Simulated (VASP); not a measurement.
# GaAsSe3 (Cm) in VASP: single point with PBE

Aim: the single point of GaAsSe3 with PBE.

Everything below comes from runs of VASP 6.6.1. Logs are shortened: lines on timing, memory, paths and dates and some standing lists are left out, and cuts for length are marked.

**1. The cell of the first run**

The structure is monoclinic, space group Cm (No. 8). Conventional cell: a = 6.788 Å, b = 6.992 Å, c = 7.123 Å, α = 90.00°, β = 115.07°, γ = 90.00°. Within 3.6 Å of Ga (site symmetry m) lie 3 Se at 2.73 to 2.75 Å and 1 As at 3.23 Å. As (site symmetry m) has 5 Se at 2.33 to 2.66 Å within 3.1 Å. Within 3.3 Å of Se (site symmetry 1) lie 2 As at 2.53 to 2.66 Å and 1 Ga at 2.75 Å and 1 Se at 2.85 Å. Se (site symmetry m) has 1 As at 2.33 Å and 1 Ga at 2.73 Å within 3.1 Å.

**2. Single point, PBE**

File INCAR:

```
PREC = Accurate ; ENCUT = 500
EDIFF = 1E-6 ; ISMEAR = 0
SIGMA = 0.15 ; LREAL = False
LASPH = True ; NELM = 120
ALGO = Normal ; ISIF = 2
LWAVE = False ; LCHARG = False
GGA = PE ; NBANDS = 26
GGA_COMPAT = False
```

File KPOINTS:

```
Automatic mesh
0
Gamma
  3 3 2
```

File POSCAR:

```
GaAsSe3
1.0
    3.3925211699     -3.4960741176     -0.1076819164
    3.3925211699      3.4960741176     -0.1076819164
   -3.5639169880      0.0000000000      6.5681128947
Ga As Se
1 1 3
Direct
    1.0993461119      1.0993461119      1.0586670308
    0.6463727056      0.6463727056      0.2614989771
    0.2286076479      0.6368124454      0.3873021865
    0.6368124454      0.2286076479      0.3873021865
    0.3887106491      0.3887106491      0.9052307691
```

Potentials or basis: VASP PAW PBE potentials, release 64 (Ga_d, As, Se).

Command:

```console
$ cat potpaw_PBE.64/Ga_d/POTCAR potpaw_PBE.64/As/POTCAR potpaw_PBE.64/Se/POTCAR > POTCAR
$ mpirun -np 1 vasp_std > vasp.out
```

OUTCAR:

```text
PREC = Accurate
   ENCUT = 500
   EDIFF = 1E-6
   ISMEAR = 0
   LREAL = False
   LASPH = True
   NELM = 120
   ISIF = 2
   GGA = PE

 ion  position               nearest neighbor table
   1  0.099  0.099  0.059-   5 2.73   3 2.75   4 2.75
   2  0.646  0.646  0.261-   5 2.33   4 2.53   3 2.53   4 2.66   3 2.66
   3  0.229  0.637  0.387-   2 2.53   2 2.66   1 2.75
   4  0.637  0.229  0.387-   2 2.53   2 2.66   1 2.75
   5  0.389  0.389  0.905-   2 2.33   1 2.73

  Warning from LATTYP: Got some problem with cell dimensions!
  Tried to take original basis but could not verify dimensions!
  LATTYP: Found a base centered monoclinic cell.
 ALAT       =     6.7884594079
 B/A-ratio  =     1.0300051624
 C/A-ratio  =     1.0492388017
 COS(beta)  =    -0.4237096418

  Lattice vectors:

 A1 = (  -3.3925211699,   3.4960741176,   0.1076819164)
 A2 = (  -3.3925211699,  -3.4960741176,   0.1076819164)
 A3 = (   3.2211253518,   0.0000000000,   6.3527490619)

Analysis of symmetry for initial positions (statically):
=====================================================================
 Subroutine PRICEL returns:
 Original cell was already a primitive cell.

 Routine SETGRP: Setting up the symmetry group for a
 base centered monoclinic supercell.

 Subroutine GETGRP returns: Found  2 space group operations
 (whereof  2 operations were pure point group operations)
 out of a pool of  4 trial point group operations.

The static configuration has the point symmetry C_1h.

Analysis of symmetry for dynamics (positions and initial velocities):
=====================================================================
 Subroutine PRICEL returns:
 Original cell was already a primitive cell.

 Routine SETGRP: Setting up the symmetry group for a
 base centered monoclinic supercell.

 Subroutine GETGRP returns: Found  2 space group operations
 (whereof  2 operations were pure point group operations)
 out of a pool of  4 trial point group operations.

The dynamic configuration has the point symmetry C_1h.

 Subroutine INISYM returns: Found  2 space group operations
 (whereof  2 operations are pure point group operations),
 and found     1 'primitive' translations

----------------------------------------------------------------------------------------

                                     Primitive cell

  volume of cell :     153.1189

  direct lattice vectors                    reciprocal lattice vectors
     3.392521170 -3.496074118 -0.107681916     0.149965868 -0.143017563  0.081372825
     3.392521170  3.496074118 -0.107681916     0.149965868  0.143017563  0.081372825
    -3.563916988  0.000000000  6.568112895     0.004917276  0.000000000  0.154918891

  length of vectors
     4.872712747  4.872712747  7.472724489     0.222632706  0.222632706  0.154996911

  position of ions in fractional coordinates (direct lattice)
     0.099346112  0.099346112  0.058667031
     0.646372706  0.646372706  0.261498977
     0.228607648  0.636812445  0.387302187
     0.636812445  0.228607648  0.387302187
     0.388710649  0.388710649  0.905230769

  ion indices of the primitive-cell ions
   primitive index   ion index
                 1           1
                 2           2
                 3           3
                 4           4
                 5           5

----------------------------------------------------------------------------------------

 KPOINTS: Automatic mesh

Automatic generation of k-mesh.
 Grid dimensions read from file:
 generate k-points for:    3    3    2

 Generating k-lattice:

  Cartesian coordinates                     Fractional coordinates (reciprocal lattice)
     0.049988623 -0.047672521  0.027124275     0.333333333 -0.000000000  0.000000000
     0.049988623  0.047672521  0.027124275    -0.000000000  0.333333333  0.000000000
     0.002458638  0.000000000  0.077459445     0.000000000  0.000000000  0.500000000

  Length of vectors
     0.074210902  0.074210902  0.077498455

  Shift w.r.t. Gamma in fractional coordinates (k-lattice)
     0.000000000  0.000000000  0.000000000

 Subroutine IBZKPT returns following result:
 ===========================================

 Found      8 irreducible k-points:

 Following reciprocal coordinates:
            Coordinates               Weight
  0.000000  0.000000  0.000000      1.000000
  0.333333  0.000000  0.000000      4.000000
  0.333333  0.333333  0.000000      2.000000
 -0.333333  0.333333  0.000000      2.000000
  0.000000  0.000000  0.500000      1.000000
  0.333333 -0.000000  0.500000      4.000000
  0.333333  0.333333  0.500000      2.000000
 -0.333333  0.333333  0.500000      2.000000
   k-points           NKPTS =      8   k-points in BZ     NKDIM =      8   number of bands    NBANDS=     26
   number of dos      NEDOS =    301   number of ions     NIONS =      5
   total plane-waves  NPLWV =  69984
   dimension x,y,z NGX =    36 NGY =   36 NGZ =   54
   dimension x,y,z NGXF=    72 NGYF=   72 NGZF=  108
   ions per type =               1   1   3
   NGX,Y,Z   is equivalent  to a cutoff of  12.28, 12.28, 12.01 a.u.
   NGXF,Y,Z  is equivalent  to a cutoff of  24.56, 24.56, 24.03 a.u.
 SYSTEM =  unknown system
   PREC   = accura    normal or accurate (medium, high low for compatibility)
   ISTART =      0    job   : 0-new  1-cont  2-samecut
   ICHARG =      2    charge: 1-file 2-atom 10-const
   ISPIN  =      1    spin polarized calculation?
   LNONCOLLINEAR =      F non collinear calculations
   LSORBIT =      F    spin-orbit coupling
   LASPH  =      T    aspherical Exc in radial PAW
   ENCUT  =  500.0 eV  36.75 Ry    6.06 a.u.   8.88  8.88 13.62*2*pi/ulx,y,z
   NELM   =    120;   NELMIN=  2; NELMDL= -5     # of ELM steps
   EDIFF  = 0.1E-05   stopping-criterion for ELM
   LREAL  =      F    real-space projection
   EDIFFG = 0.1E-04   stopping-criterion for IOM
   NSW    =      0    number of steps for IOM
   IBRION =     -1    ionic relax: 0-MD 1-quasi-New 2-CG
   NFREE  =      0    steps in history (QN), initial steepest desc. (CG)
   ISIF   =      2    stress and relaxation
   ISYM   =      2    0-nonsym 1-usesym 2-fastsym
   POTIM  = 0.5000    time-step for ionic-motion
   TEBEG  =    0.0;   TEEND  =   0.0 temperature during run
   PSTRESS=    0.0 pullay stress
   NELECT =      36.0000    total number of electrons
   NUPDOWN=      -1.0000    fix difference up-down
   EMIN   =  10.00;   EMAX   =-10.00  energy-range for DOS
   EFERMI =   0.00;   METHOD = LEGACY
   ISMEAR =     0;   SIGMA  =   0.15  broadening in eV -4-tet -1-fermi 0-gaus
   EFERMI_NEDOS =   21; number of points for ismear=-14 and -15
   IALGO  =     38    algorithm
   IMIX   =      4    mixing-type and parameters
     AMIX     =   0.40;   BMIX     =  1.00
     AMIX_MAG =   1.60;   BMIX_MAG =  1.00
  volume/ion in A,a.u.               =      30.62       206.66
  Fermi-wavevector in a.u.,A,eV,Ry     =   1.010414  1.909406 13.890686  1.020937
  Thomas-Fermi vector in A             =   2.143402
   LORBIT       =      0    0 simple, 1 ext, 2 COOP (PROOUT), +10 PAW based schemes
   GGA     = PE    functional components
   LHFCALC =     F    Hartree Fock is set to
   AEXX    =    0.0000 exact exchange contribution
   IVDW    =     0    specifies the selected vdW correction
   LEPSILON=     F    determine dielectric tensor
   LRPA    =     F    only Hartree local field effects (RPA)
 non-spin polarized calculation
 Gauss-broadening in eV      SIGMA  =   0.15
  energy-cutoff  :      500.00
  volume of cell :      153.12
 maximum number of plane-waves:      3901
   NGX = 17   NGY = 17   NGZ = 27

 number of electron      35.9999995 magnetization

 Free energy of the ion-electron system (eV)
  ---------------------------------------------------
  ext. energy  EPLUGINS =         0.00000000
  ---------------------------------------------------
  free energy    TOTEN  =       -17.75034390 eV

  energy without entropy =      -17.72855853  energy(sigma->0) =      -17.73945121

 E-fermi :   1.4386     XC(G=0):  -8.1981

 val. band max:        1.4147894419   @ k =   0.3333   0.3333   0.5000
 cond. band min:       1.4451502096   @ k =   0.3333   0.3333   0.0000
 fundamental gap:      0.0303607677
 Fermi energy:         1.4385916989

 k-point     1 :       0.0000    0.0000    0.0000
  band No.  band energies     occupation
      1     -13.3959      2.00000
      2     -12.6693      2.00000
      3     -12.6627      2.00000
      4     -12.6324      2.00000
      5     -12.6173      2.00000
      6     -12.6096      2.00000
[... 18 lines left out ...]
     25       6.4513      0.00000
     26       8.5796      0.00000

 k-point     2 :       0.3333    0.0000    0.0000
  band No.  band energies     occupation
      1     -13.0514      2.00000
      2     -12.6745      2.00000
      3     -12.6632      2.00000
      4     -12.6269      2.00000
      5     -12.6155      2.00000
      6     -12.5829      2.00000
[... 18 lines left out ...]
     25       6.1059      0.00000
     26       8.4658      0.00000

 k-point     3 :       0.3333    0.3333    0.0000
  band No.  band energies     occupation
      1     -12.7944      2.00000
      2     -12.6779      2.00000
      3     -12.6737      2.00000
      4     -12.6222      2.00000
      5     -12.6142      2.00000
      6     -12.4416      2.00000
[... 18 lines left out ...]
     25       6.2273      0.00000
     26       8.4028      0.00000

 k-point     4 :      -0.3333    0.3333    0.0000
  band No.  band energies     occupation
      1     -12.7988      2.00000
      2     -12.6821      2.00000
      3     -12.6714      2.00000
      4     -12.6221      2.00000
      5     -12.6141      2.00000
      6     -12.4394      2.00000
[... 18 lines left out ...]
     25       6.3697      0.00000
     26       8.4421      0.00000

 k-point     5 :       0.0000    0.0000    0.5000
  band No.  band energies     occupation
      1     -13.3654      2.00000
      2     -12.6693      2.00000
      3     -12.6627      2.00000
      4     -12.6327      2.00000
      5     -12.6174      2.00000
      6     -12.6082      2.00000
[... 18 lines left out ...]
     25       6.4949      0.00000
     26       7.6761      0.00000

 k-point     6 :       0.3333   -0.0000    0.5000
  band No.  band energies     occupation
      1     -13.0407      2.00000
      2     -12.6747      2.00000
      3     -12.6633      2.00000
      4     -12.6268      2.00000
      5     -12.6155      2.00000
      6     -12.5798      2.00000
[... 18 lines left out ...]
     25       6.1964      0.00000
     26       8.4223      0.00000

 k-point     7 :       0.3333    0.3333    0.5000
  band No.  band energies     occupation
      1     -12.8000      2.00000
      2     -12.6780      2.00000
      3     -12.6736      2.00000
      4     -12.6219      2.00000
      5     -12.6142      2.00000
      6     -12.4466      2.00000
[... 18 lines left out ...]
     25       6.3019      0.00000
     26       8.1024      0.00000

 k-point     8 :      -0.3333    0.3333    0.5000
  band No.  band energies     occupation
      1     -12.7911      2.00000
      2     -12.6814      2.00000
      3     -12.6721      2.00000
      4     -12.6222      2.00000
      5     -12.6141      2.00000
      6     -12.4284      2.00000
[... 18 lines left out ...]
     25       6.5969      0.00000
     26       8.3683      0.00000

------------------------ aborting loop because EDIFF is reached ----------------------------------------

  FORCE on cell =-STRESS in cart. coord.  units (eV):
  Direction    XX          YY          ZZ          XY          YZ          ZX
  --------------------------------------------------------------------------------------
  -------------------------------------------------------------------------------------
  Total        0.2221097      0.2802673      0.4516473      0.0000000      0.0000000     -0.0890627
  in kB        2.3240709      2.9326094      4.7258636      0.0000000      0.0000000     -0.9319177
  external PRESSURE =       3.3275146 kB  Pullay stress =       0.0000000 kB

 VOLUME and BASIS-vectors are now :
 -----------------------------------------------------------------------------
  energy-cutoff  :      500.00
  volume of cell :      153.12
      direct lattice vectors                 reciprocal lattice vectors
     3.392521170 -3.496074118 -0.107681916     0.149965868 -0.143017563  0.081372825
     3.392521170  3.496074118 -0.107681916     0.149965868  0.143017563  0.081372825
    -3.563916988  0.000000000  6.568112895     0.004917276  0.000000000  0.154918891

 POSITION                                       TOTAL-FORCE (eV/Angst)
 -----------------------------------------------------------------------------------
      0.46498      0.00000      0.36394        -0.035235      0.000000      0.002704
      3.45371      0.00000      1.57835         0.029479      0.000000      0.075293
      1.55564      1.42711      2.45065        -0.001614      0.033879      0.003845
      1.55564     -1.42711      2.45065        -0.001614     -0.033879      0.003845
     -0.58875      0.00000      5.86194         0.008984      0.000000     -0.085686
 -----------------------------------------------------------------------------------
    total drift:                               -0.000644      0.000000     -0.000027

  FREE ENERGIE OF THE ION-ELECTRON SYSTEM (eV)
  ---------------------------------------------------
  free  energy   TOTEN  =       -17.7503438963 eV

  energy  without entropy=      -17.7285585281  energy(sigma->0) =      -17.73945121
```

Wall time 53 s (1 thread of Intel Xeon 8259CL, shared host); peak memory 0.25 GiB.

Results:

* Free energy: -17.7503 eV
* Pressure: 0.3 GPa
* Largest force: 0.086 eV/Å
* Band gap on the k mesh: zero (band 18 reaches 1.45 eV, above the bottom of band 19 at 1.00 eV)

Forces in eV/Å, atoms in the order of the input:
```
Ga  -0.035  0.000  0.003
As   0.029  0.000  0.075
Se  -0.002  0.034  0.004
Se  -0.002 -0.034  0.004
Se   0.009  0.000 -0.086
```

Stress tensor (GPa, compression positive):
```
 0.23  0.00 -0.09
 0.00  0.29  0.00
-0.09  0.00  0.47
```

Levels at points of the mesh, in eV from the Fermi level:
| k point | band 15 | band 16 | band 17 | band 18 | band 19 | band 20 | band 21 | band 22 |
| --- | --- | --- | --- | --- | --- | --- | --- | --- |
| (0.00, 0.00, 0.00) | -1.36 | -1.16 | -0.93 | -0.48 | -0.36 | 3.08 | 3.43 | 3.60 |
| (0.00, 0.00, 0.50) | -1.13 | -1.05 | -0.90 | -0.46 | -0.44 | 2.45 | 3.36 | 3.55 |

Caveat: the k points lie up to 0.49 Å⁻¹ apart; this functional lacks dispersion, which binds the layers, so the pressure and a relaxed spacing across them are unreliable.
